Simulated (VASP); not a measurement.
Crystal: KI.

```
K I
1.0
     0.00000    3.54457    3.54457
     3.54457    0.00000    3.54457
     3.54457    3.54457    0.00000
K I
1 1
Direct
  0.00000 0.00000 0.00000
  0.50000 0.50000 0.50000
```

Base run:

- Program: VASP 6.6.1
- Functional: r2SCAN
- Potentials or basis: VASP PAW PBE potentials, release 64 (K_sv, I)
- Cutoff: 520 eV
- k mesh: 4 × 4 × 4
- Occupations: gaussian, width 0.01 eV
- Spin: no spin polarisation

Its results: band gap on the k mesh 4.58 eV; pressure 0.0 GPa.

Question: After a change of settings the same cell gave: band gap on the k mesh 3.79 eV; pressure -0.4 GPa. Which change was it?
A. functional from r2SCAN to PBE-based screened hybrid with 40 % exact exchange; further incar settings from ALGO = Normal; EDIFF = 1e-06; NBANDS = 15 to ALGO = Normal; EDIFF = 1e-07; NBANDS = 15
B. dispersion from none to rVV10
C. dispersion from none to D3(BJ)
D. functional from r2SCAN to PBEsol

Answer: D.

Caveats: the PAW data sets were made with another functional, which shifts forces and pressure a little; spin-orbit coupling is left out, which moves the levels of the heavy elements.
